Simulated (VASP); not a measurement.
# BaTiO3 (Amm2) in VASP: notebook, part 2 of 2

VASP 6.6.1. The steps go on from the part before.

## 4. Single point, PBE+U (all Ba atoms moved +0.300 Å, as atom 1 along Cartesian [0 0 1])

The input, INCAR:

```
  PREC = Accurate
  ENCUT = 520
  EDIFF = 1E-7
  ISMEAR = 0
  SIGMA = 0.05
  LREAL = False
  LASPH = True
  NELM = 150
  ALGO = Normal
  ISIF = 2
  LWAVE = False
  LCHARG = True
  LMAXMIX = 4
  LDAU = True
  LDAUTYPE = 2
  LDAUL = -1 2 -1
  LDAUU = 0 4 0
  LDAUJ = 0 0 0
  LDAUPRINT = 1
  GGA = PE
  LELF = True
  LVHAR = True
  NBANDS = 28
```

The input, KPOINTS:

```
Automatic mesh
0
Gamma
  6 6 6
```

The input, POSCAR:

```
BaTiO3
1.0
    4.0082194746      0.0000000000      0.0000000000
    0.0000000000      2.8732814721      2.8859183788
    0.0000000000     -2.8732814721      2.8859183788
Ba Ti O
1 1 3
Direct
    0.0000000000      0.0600537065      0.0600537065
    0.5000000000      0.5197092871      0.5197092871
    0.0000000000      0.4916268390      0.4916268390
    0.5000000000      0.4938075372      0.9829991522
    0.5000000000      0.9829991522      0.4938075372
```

Potentials or basis: VASP PAW PBE potentials, release 64 (Ba_sv, Ti_sv, O).

Run with:

```
> cat potpaw_PBE.64/Ba_sv/POTCAR potpaw_PBE.64/Ti_sv/POTCAR potpaw_PBE.64/O/POTCAR > POTCAR
> mpirun -np 1 vasp_std > vasp.out
```

OUTCAR:

```text
PREC = Accurate
   ENCUT = 520
   EDIFF = 1E-7
   ISMEAR = 0
   LREAL = False
   LASPH = True
   NELM = 150
   ISIF = 2
   GGA = PE

 ion  position               nearest neighbor table
   1  0.000  0.060  0.060-   3 2.49   4 2.69   5 2.69   4 2.69   5 2.69   3 2.90   3 2.90   5 3.07
                             4 3.07   5 3.07   4 3.07   3 3.28   2 3.32   2 3.32   2 3.51   2 3.51
   2  0.500  0.520  0.520-   4 1.89   5 1.89   3 2.01   3 2.01   5 2.19   4 2.19   1 3.32   1 3.32
                             1 3.51   1 3.51   1 3.51   1 3.51   1 3.71   1 3.71
   3  0.000  0.492  0.492-   2 2.01   2 2.01   1 2.49   1 2.90   1 2.90   1 3.28
   4  0.500  0.494  0.983-   2 1.89   2 2.19   1 2.69   1 2.69   1 3.07   1 3.07
   5  0.500  0.983  0.494-   2 1.89   2 2.19   1 2.69   1 2.69   1 3.07   1 3.07

  LATTYP: Found a base centered orthorhombic cell.
 ALAT       =     5.7465629442
 B/A-ratio  =     1.0043980748
 C/A-ratio  =     0.6974985767

  Lattice vectors:

 A1 = (   0.0000000000,   2.8732814721,  -2.8859183788)
 A2 = (   0.0000000000,   2.8732814721,   2.8859183788)
 A3 = (   4.0082194746,   0.0000000000,   0.0000000000)

Analysis of symmetry for initial positions (statically):
=====================================================================
 Subroutine PRICEL returns:
 Original cell was already a primitive cell.

 Routine SETGRP: Setting up the symmetry group for a
 base centered orthorhombic supercell.

 Subroutine GETGRP returns: Found  4 space group operations
 (whereof  4 operations were pure point group operations)
 out of a pool of  8 trial point group operations.

The static configuration has the point symmetry C_2v.

Analysis of symmetry for dynamics (positions and initial velocities):
[... 186 lines left out ...]
  o =  0.1146  v =  0.0000  0.0000 -0.8960  0.0000 -0.4441  0.0000  0.0000  0.0000  0.0000  0.0000      0.0000  0.0000  0.0000  0.0000  0.0000  0.0000  0.0000  0.0000  0.0000  0.0000
  o =  0.1146  v =  0.0000  0.0000  0.0000  0.0000  0.0000  0.0000  0.0000 -0.8960  0.0000 -0.4441      0.0000  0.0000  0.0000  0.0000  0.0000  0.0000  0.0000  0.0000  0.0000  0.0000
  o =  0.2330  v =  0.0000  0.0000  0.0000  0.0000  0.0000  0.0000  0.0000 -0.4441  0.0000  0.8960      0.0000  0.0000  0.0000  0.0000  0.0000  0.0000  0.0000  0.0000  0.0000  0.0000
  o =  0.2330  v =  0.0000  0.0000 -0.4441  0.0000  0.8960  0.0000  0.0000  0.0000  0.0000  0.0000      0.0000  0.0000  0.0000  0.0000  0.0000  0.0000  0.0000  0.0000  0.0000  0.0000
  o =  0.2424  v =  0.0000  0.0000  0.0000  0.0000  0.0000  0.0000  1.0000  0.0000  0.0000  0.0000      0.0000  0.0000  0.0000  0.0000  0.0000  0.0000  0.0000  0.0000  0.0000  0.0000
  o =  0.2424  v =  0.0000  1.0000  0.0000  0.0000  0.0000  0.0000  0.0000  0.0000  0.0000  0.0000      0.0000  0.0000  0.0000  0.0000  0.0000  0.0000  0.0000  0.0000  0.0000  0.0000

 number of electron      39.9999992 magnetization

 Free energy of the ion-electron system (eV)
  ---------------------------------------------------
  ext. energy  EPLUGINS =         0.00000000
  ---------------------------------------------------
  free energy    TOTEN  =       -36.98793499 eV

  energy without entropy =      -36.98793499  energy(sigma->0) =      -36.98793499

 E-fermi :   3.8863     XC(G=0): -11.0318

 val. band max:        3.5764144972   @ k =   0.5000   0.5000   0.5000
 cond. band min:       6.1630513063   @ k =   0.0000   0.0000   0.0000
 fundamental gap:      2.5866368090
 Fermi energy:         3.8862602268

 k-point     1 :       0.0000    0.0000    0.0000
  band No.  band energies     occupation
      1     -54.0301      2.00000
      2     -30.2237      2.00000
      3     -30.2060      2.00000
      4     -30.1887      2.00000
      5     -21.1381      2.00000
      6     -13.2487      2.00000
[... 733 lines left out ...]
     27      11.5998      0.00000
     28      12.2333      0.00000

 [... further k-points ...]

------------------------ aborting loop because EDIFF is reached ----------------------------------------

  FORCE on cell =-STRESS in cart. coord.  units (eV):
  Direction    XX          YY          ZZ          XY          YZ          ZX
  --------------------------------------------------------------------------------------
  -------------------------------------------------------------------------------------
  Total        2.7246744      1.7247322      4.0372409      0.0000000      0.0000000      0.0000000
  in kB       65.6721875     41.5708156     97.3086705      0.0000000      0.0000000      0.0000000
  external PRESSURE =      68.1838912 kB  Pullay stress =       0.0000000 kB

 VOLUME and BASIS-vectors are now :
 -----------------------------------------------------------------------------
  energy-cutoff  :      520.00
  volume of cell :       66.47
      direct lattice vectors                 reciprocal lattice vectors
     4.008219475  0.000000000  0.000000000     0.249487336  0.000000000  0.000000000
     0.000000000  2.873281472  2.885918379     0.000000000  0.174017062  0.173255073
     0.000000000 -2.873281472  2.885918379     0.000000000 -0.174017062  0.173255073

 POSITION                                       TOTAL-FORCE (eV/Angst)
 -----------------------------------------------------------------------------------
      0.00000      0.00000      0.34662         0.000000     -0.000000     -2.306301
      2.00411      0.00000      2.99968         0.000000     -0.000000      0.519067
      0.00000      0.00000      2.83759         0.000000     -0.000000      0.628957
      2.00411     -1.40559      4.26194         0.000000     -0.289392      0.579139
      2.00411      1.40559      4.26194         0.000000      0.289392      0.579139
 -----------------------------------------------------------------------------------
    total drift:                                0.000000      0.000001     -0.000358

  FREE ENERGIE OF THE ION-ELECTRON SYSTEM (eV)
  ---------------------------------------------------
  free  energy   TOTEN  =       -36.9879349900 eV

  energy  without entropy=      -36.9879349900  energy(sigma->0) =      -36.98793499
```

Run time: 59 s. Hardware: 1 thread of AMD EPYC 9R45 (Zen 5), shared host; peak memory 0.21 GiB.

What came out:

| Item | Value |
| --- | --- |
| Free energy | -36.9879 eV |
| Pressure | 6.8 GPa |
| Largest force | 2.306 eV/Å |
| Band gap on the k mesh | 2.59 eV (least direct gap 3.03 eV) |

Forces in eV/Å, atoms in the order of the input:
```
Ba   0.000  0.000 -2.306
Ti   0.000  0.000  0.519
O    0.000  0.000  0.629
O    0.000 -0.289  0.579
O    0.000  0.289  0.579
```

Stress tensor (GPa, compression positive):
```
6.57 0.00 0.00
0.00 4.16 0.00
0.00 0.00 9.73
```

Eigenvalues of the final occupation matrices:
| site | spin | trace | eigenvalues |
| --- | --- | --- | --- |
| site 2 d | 1 | 0.81 | 0.11 0.11 0.11 0.23 0.24 |
| site 2 d | 2 | 0.81 | 0.11 0.11 0.11 0.23 0.24 |

Caveat: the cell differs from its parent crystal (all Ba atoms moved +0.300 Å, as atom 1 along Cartesian [0 0 1]); the cell stands under pressure; spin-orbit coupling is left out, which moves the levels of the heavy elements; forces of over 1 eV/Å act on the atoms, so gaps and moduli don't describe the material at rest. A k mesh can miss the band edges.

## 5. The runs side by side

| cell | gap on the mesh (eV) | pressure (GPa) | largest force (eV/Å) |
| --- | --- | --- | --- |
| as given, atomic positions A | 2.48 | 3.7 | 1.12 |
| as given, atomic positions B | 2.51 | 3.8 | 0.50 |
| as given, atomic positions C | 2.59 | 6.8 | 2.31 |

Alike in all rows: task single point; level PBE+U; potentials or basis VASP PAW PBE potentials, release 64 (Ba_sv, Ti_sv, O); no spin polarisation; Ti d U = 4.0 eV; k mesh 6 × 6 × 6; cutoff (eV) 520; smearing gaussian 0.05 eV.

Caveats: the cell stands under pressure; spin-orbit coupling is left out, which moves the levels of the heavy elements; forces of over 1 eV/Å act on the atoms, so gaps and moduli don't describe the material at rest (at least some runs).

Absolute energies hang on the potentials; compare differences alone.
